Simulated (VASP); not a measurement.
# Rh (P-3m1) in VASP: single point with PBEsol

Aim: the single point of Rh with PBEsol.

Program: VASP 6.6.1. These are calculated values, not measurements. Logs are shortened: lines on timing, memory, paths and dates and some standing lists are left out, and cuts for length are marked.

## (1) The cell of the first run

The structure is trigonal, space group P-3m1 (No. 164). The conventional cell has a = 2.689 Å, b = 2.689 Å, c = 13.674 Å, α = 90.00°, β = 90.00°, γ = 120.00°. Rh (site symmetry 3m) has 12 Rh at 2.69 to 3.11 Å within 3.5 Å. Within 3.5 Å of Rh (site symmetry 3m) lie 12 Rh at 2.69 Å. Within 3.5 Å of Rh (site symmetry 3m) lie 12 Rh at 2.69 Å.

## (2) Single point, PBEsol (the distance across one plane changed)

INCAR reads:

```
ALGO = Fast ; EDIFF = 1E-7
ENCUT = 520 ; GGA = PS
ISIF = 2 ; ISMEAR = 0
LASPH = True ; LCHARG = True
LELF = True ; LREAL = False
LVHAR = True ; LWAVE = False
NBANDS = 54 ; NELM = 100
PREC = Accurate ; SIGMA = 0.15
```

KPOINTS reads:

```
k-points
0
Gamma
  20 20 4
```

POSCAR reads:

```
Rh
1.0
    1.9015500000     -1.9015500000      0.0000000000
    1.9015500000      0.0000000000     -1.9015500000
    7.8948751346      7.8948751346      7.8948751346
Rh
6
Direct
    0.6666666667      0.6666666667      0.0802702030
    0.0000000000      0.0000000000      0.8831328059
    0.3333333333      0.3333333333      0.2408427236
    0.6666666667      0.6666666667      0.5619877648
    0.0000000000      0.0000000000      0.4014152442
    0.3333333333      0.3333333333      0.7225602853
```

Potentials or basis: VASP PAW PBE potentials, release 64 (Rh_pv).

Command:

```sh
cat potpaw_PBE.64/Rh_pv/POTCAR > POTCAR
mpirun -np 1 vasp_std > vasp.out
```

OUTCAR:

```text
EDIFF = 1E-7
   ENCUT = 520
   GGA = PS
   ISIF = 2
   ISMEAR = 0
   LASPH = True
   LREAL = False
   NELM = 100
   PREC = Accurate

 ion  position               nearest neighbor table
   1  0.667  0.667  0.080-   3 2.69   3 2.69   3 2.69   2 3.11   2 3.11   2 3.11
   2  0.000  0.000  0.883-   6 2.69   6 2.69   6 2.69   1 3.11   1 3.11   1 3.11
   3  0.333  0.333  0.241-   1 2.69   1 2.69   5 2.69   5 2.69   5 2.69   1 2.69
   4  0.667  0.667  0.562-   6 2.69   6 2.69   6 2.69   5 2.69   5 2.69   5 2.69
   5  0.000  0.000  0.401-   4 2.69   3 2.69   4 2.69   4 2.69   3 2.69   3 2.69
   6  0.333  0.333  0.723-   4 2.69   4 2.69   4 2.69   2 2.69   2 2.69   2 2.69

  LATTYP: Found a hexagonal cell.
 ALAT       =     2.6891977995
 C/A-ratio  =     5.0849085385

  Lattice vectors:

 A1 = (  -1.9015500000,   0.0000000000,   1.9015500000)
 A2 = (   1.9015500000,  -1.9015500000,  -0.0000000000)
 A3 = (   7.8948751346,   7.8948751346,   7.8948751346)

Analysis of symmetry for initial positions (statically):
=====================================================================
 Subroutine PRICEL returns:
 Original cell was already a primitive cell.

 Routine SETGRP: Setting up the symmetry group for a
 hexagonal supercell.

 Subroutine GETGRP returns: Found 12 space group operations
 (whereof  6 operations were pure point group operations)
 out of a pool of 24 trial point group operations.

The static configuration has the point symmetry C_3v.
 The point group associated with its full space group is D_3d.

Analysis of symmetry for dynamics (positions and initial velocities):
=====================================================================
 Subroutine PRICEL returns:
 Original cell was already a primitive cell.

 Routine SETGRP: Setting up the symmetry group for a
 hexagonal supercell.

 Subroutine GETGRP returns: Found 12 space group operations
 (whereof  6 operations were pure point group operations)
 out of a pool of 24 trial point group operations.

The dynamic configuration has the point symmetry C_3v.
 The point group associated with its full space group is D_3d.

 Subroutine INISYM returns: Found 12 space group operations
 (whereof  6 operations are pure point group operations),
 and found     1 'primitive' translations

----------------------------------------------------------------------------------------

                                     Primitive cell

  volume of cell :      85.6411

  direct lattice vectors                    reciprocal lattice vectors
     1.901550000 -1.901550000  0.000000000     0.175295592 -0.350591184  0.175295592
     1.901550000  0.000000000 -1.901550000     0.175295592  0.175295592 -0.350591184
     7.894875135  7.894875135  7.894875135     0.042221483  0.042221483  0.042221483

  length of vectors
     2.689197800  2.689197800 13.674324853     0.429384755  0.429384755  0.073129753

  position of ions in fractional coordinates (direct lattice)
     0.666666667  0.666666667  0.080270203
     0.000000000  0.000000000  0.883132806
     0.333333333  0.333333333  0.240842724
     0.666666667  0.666666667  0.561987765
     0.000000000  0.000000000  0.401415244
     0.333333333  0.333333333  0.722560285

  ion indices of the primitive-cell ions
   primitive index   ion index
                 1           1
                 2           2
                 3           3
                 4           4
                 5           5
                 6           6

----------------------------------------------------------------------------------------

 KPOINTS: k-points

Automatic generation of k-mesh.
 Grid dimensions read from file:
 generate k-points for:   20   20    4

 Generating k-lattice:

  Cartesian coordinates                     Fractional coordinates (reciprocal lattice)
     0.008764780 -0.017529559  0.008764780     0.050000000  0.000000000  0.000000000
     0.008764780  0.008764780 -0.017529559     0.000000000  0.050000000  0.000000000
     0.010555371  0.010555371  0.010555371     0.000000000  0.000000000  0.250000000

  Length of vectors
     0.021469238  0.021469238  0.018282438

  Shift w.r.t. Gamma in fractional coordinates (k-lattice)
     0.000000000  0.000000000  0.000000000

 Subroutine IBZKPT returns following result:
 ===========================================

 Found    165 irreducible k-points:

 Following reciprocal coordinates:
            Coordinates               Weight
  0.000000  0.000000  0.000000      1.000000
  0.050000  0.000000  0.000000      6.000000
  0.100000  0.000000  0.000000      6.000000
  0.150000  0.000000  0.000000      6.000000
  0.200000  0.000000  0.000000      6.000000
  0.250000  0.000000  0.000000      6.000000
[... 16 lines left out ...]
  0.300000  0.100000 -0.000000     12.000000
  0.350000  0.100000 -0.000000     12.000000
 [... further k-points ...]
   k-points           NKPTS =    165   k-points in BZ     NKDIM =    165   number of bands    NBANDS=     54
   number of dos      NEDOS =    301   number of ions     NIONS =      6
   total plane-waves  NPLWV =  43200
   dimension x,y,z NGX =    20 NGY =   20 NGZ =  108
   dimension x,y,z NGXF=    40 NGYF=   40 NGZF=  216
   ions per type =               6
   NGX,Y,Z   is equivalent  to a cutoff of  12.36, 12.36, 13.13 a.u.
   NGXF,Y,Z  is equivalent  to a cutoff of  24.73, 24.73, 26.26 a.u.
 SYSTEM =  unknown system
   PREC   = accura    normal or accurate (medium, high low for compatibility)
   ISTART =      0    job   : 0-new  1-cont  2-samecut
   ICHARG =      2    charge: 1-file 2-atom 10-const
   ISPIN  =      1    spin polarized calculation?
   LNONCOLLINEAR =      F non collinear calculations
   LSORBIT =      F    spin-orbit coupling
   LASPH  =      T    aspherical Exc in radial PAW
   ENCUT  =  520.0 eV  38.22 Ry    6.18 a.u.   5.00  5.00 25.43*2*pi/ulx,y,z
   NELM   =    100;   NELMIN=  2; NELMDL= -5     # of ELM steps
   EDIFF  = 0.1E-06   stopping-criterion for ELM
   LREAL  =      F    real-space projection
   EDIFFG = 0.1E-05   stopping-criterion for IOM
   NSW    =      0    number of steps for IOM
   IBRION =     -1    ionic relax: 0-MD 1-quasi-New 2-CG
   NFREE  =      0    steps in history (QN), initial steepest desc. (CG)
   ISIF   =      2    stress and relaxation
   ISYM   =      2    0-nonsym 1-usesym 2-fastsym
   POTIM  = 0.5000    time-step for ionic-motion
   TEBEG  =    0.0;   TEEND  =   0.0 temperature during run
   PSTRESS=    0.0 pullay stress
   NELECT =      90.0000    total number of electrons
   NUPDOWN=      -1.0000    fix difference up-down
   EMIN   =  10.00;   EMAX   =-10.00  energy-range for DOS
   EFERMI =   0.00;   METHOD = LEGACY
   ISMEAR =     0;   SIGMA  =   0.15  broadening in eV -4-tet -1-fermi 0-gaus
   EFERMI_NEDOS =   21; number of points for ismear=-14 and -15
   IALGO  =     68    algorithm
   IMIX   =      4    mixing-type and parameters
     AMIX     =   0.40;   BMIX     =  1.00
     AMIX_MAG =   1.60;   BMIX_MAG =  1.00
  volume/ion in A,a.u.               =      14.27        96.32
  Fermi-wavevector in a.u.,A,eV,Ry     =   1.664415  3.145289 37.691918  2.770278
  Thomas-Fermi vector in A             =   2.750963
   LORBIT       =      0    0 simple, 1 ext, 2 COOP (PROOUT), +10 PAW based schemes
   GGA     = PS    functional components
   LHFCALC =     F    Hartree Fock is set to
   AEXX    =    0.0000 exact exchange contribution
   IVDW    =     0    specifies the selected vdW correction
   LEPSILON=     F    determine dielectric tensor
   LRPA    =     F    only Hartree local field effects (RPA)
 non-spin polarized calculation
 RMM-DIIS sequential band-by-band and
 Gauss-broadening in eV      SIGMA  =   0.15
  energy-cutoff  :      520.00
  volume of cell :       85.64
 maximum number of plane-waves:      2339
   NGX =  9   NGY =  9   NGZ = 51

 number of electron      90.0000003 magnetization

 Free energy of the ion-electron system (eV)
  ---------------------------------------------------
  ext. energy  EPLUGINS =         0.00000000
  ---------------------------------------------------
  free energy    TOTEN  =       -48.27953211 eV

  energy without entropy =      -48.18888082  energy(sigma->0) =      -48.23420646

 E-fermi :  11.0918     XC(G=0): -13.9555

 val. band max:       11.0911128135   @ k =   0.4000   0.0500  -0.0000
 cond. band min:      11.0921221053   @ k =   0.4000   0.5000   0.2500
 fundamental gap:      0.0010092918
 Fermi energy:        11.0918329571

 k-point     1 :       0.0000    0.0000    0.0000
  band No.  band energies     occupation
      1     -35.9463      2.00000
      2     -35.8138      2.00000
      3     -35.6068      2.00000
      4     -35.3677      2.00000
      5     -35.3506      2.00000
      6     -35.3506      2.00000
[... 46 lines left out ...]
     53      11.6138      0.00000
     54      11.6138      0.00000

 k-point     2 :       0.0500    0.0000    0.0000
  band No.  band energies     occupation
      1     -35.9412      2.00000
      2     -35.8111      2.00000
      3     -35.6074      2.00000
      4     -35.3799      2.00000
      5     -35.3601      2.00000
      6     -35.3547      2.00000
[... 46 lines left out ...]
     53      11.6046      0.00000
     54      12.5560      0.00000

 k-point     3 :       0.1000    0.0000    0.0000
  band No.  band energies     occupation
      1     -35.9264      2.00000
      2     -35.8035      2.00000
      3     -35.6107      2.00000
      4     -35.4191      2.00000
      5     -35.3955      2.00000
      6     -35.3769      2.00000
[... 46 lines left out ...]
     53      11.9272      0.00000
     54      13.5924      0.00000
[... 1084 lines left out ...]
 k-point    23 :       0.3000    0.1000   -0.0000
  band No.  band energies     occupation
      1     -35.8335      2.00000
      2     -35.7810      2.00000
      3     -35.7093      2.00000
      4     -35.6597      2.00000
      5     -35.6080      2.00000
      6     -35.5673      2.00000
[... 46 lines left out ...]
     53      13.8882      0.00000
     54      17.2316      0.00000

 k-point    24 :       0.3500    0.1000   -0.0000
  band No.  band energies     occupation
      1     -35.8231      2.00000
      2     -35.8008      2.00000
      3     -35.7526      2.00000
      4     -35.7348      2.00000
      5     -35.6762      2.00000
      6     -35.6015      2.00000
[... 46 lines left out ...]
     53      14.5521      0.00000
     54      18.2255      0.00000

 [... further k-points ...]

------------------------ aborting loop because EDIFF is reached ----------------------------------------

  FORCE on cell =-STRESS in cart. coord.  units (eV):
  Direction    XX          YY          ZZ          XY          YZ          ZX
  --------------------------------------------------------------------------------------
  -------------------------------------------------------------------------------------
  Total       -5.3614984     -5.3614984     -5.3614984     -1.1923817     -1.1923817     -1.1923817
  in kB     -100.3031892   -100.3031892   -100.3031892    -22.3071382    -22.3071382    -22.3071382
  external PRESSURE =    -100.3031892 kB  Pullay stress =       0.0000000 kB

 VOLUME and BASIS-vectors are now :
 -----------------------------------------------------------------------------
  energy-cutoff  :      520.00
  volume of cell :       85.64
      direct lattice vectors                 reciprocal lattice vectors
     1.901550000 -1.901550000  0.000000000     0.175295592 -0.350591184  0.175295592
     1.901550000  0.000000000 -1.901550000     0.175295592  0.175295592 -0.350591184
     7.894875135  7.894875135  7.894875135     0.042221483  0.042221483  0.042221483

 POSITION                                       TOTAL-FORCE (eV/Angst)
 -----------------------------------------------------------------------------------
      3.16912     -0.63398     -0.63398        -0.538027     -0.538027     -0.538027
      6.97222      6.97222      6.97222         0.538027      0.538027      0.538027
      3.16912      1.26757      1.26757        -0.182238     -0.182238     -0.182238
      6.97222      3.16912      3.16912         0.032489      0.032489      0.032489
      3.16912      3.16912      3.16912        -0.032489     -0.032489     -0.032489
      6.97222      5.07067      5.07067         0.182238      0.182238      0.182238
 -----------------------------------------------------------------------------------
    total drift:                               -0.000019     -0.000019     -0.000019

  FREE ENERGIE OF THE ION-ELECTRON SYSTEM (eV)
  ---------------------------------------------------
  free  energy   TOTEN  =       -48.2795321072 eV

  energy  without entropy=      -48.1888808175  energy(sigma->0) =      -48.23420646
```

It took 11 min on 1 thread of Intel Xeon Platinum 8488C (Sapphire Rapids), shared host; peak memory 0.57 GiB.

What came out:

* Free energy: -48.2795 eV
* Pressure: -10.0 GPa
* Largest force: 0.932 eV/Å
* Band gap on the k mesh: zero (bands 45 and 46 overlap by 1.87 eV)

Forces on the atoms (eV/Å):
```
Rh  -0.538 -0.538 -0.538
Rh   0.538  0.538  0.538
Rh  -0.182 -0.182 -0.182
Rh   0.032  0.032  0.032
Rh  -0.032 -0.032 -0.032
Rh   0.182  0.182  0.182
```

Levels at points of the mesh, in eV from the Fermi level:
```csv
k point,band 42,band 43,band 44,band 45,band 46,band 47
"(0.00, 0.00, 0.00)",-1.03,-1.03,-1.02,-1.02,-0.80,-0.80
"(0.50, 0.00, 0.00)",0.59,0.64,0.72,0.79,0.86,0.95
"(0.00, 0.00, 0.50)",-1.03,-1.00,-1.00,-0.77,-0.77,-0.57
"(0.50, 0.00, 0.50)",0.37,0.59,0.63,0.72,0.84,0.97
```

Caveat: the cell differs from its parent crystal (the distance across one plane changed); the cell stands under tension; the PAW data sets were made with another functional, which shifts forces and pressure a little.
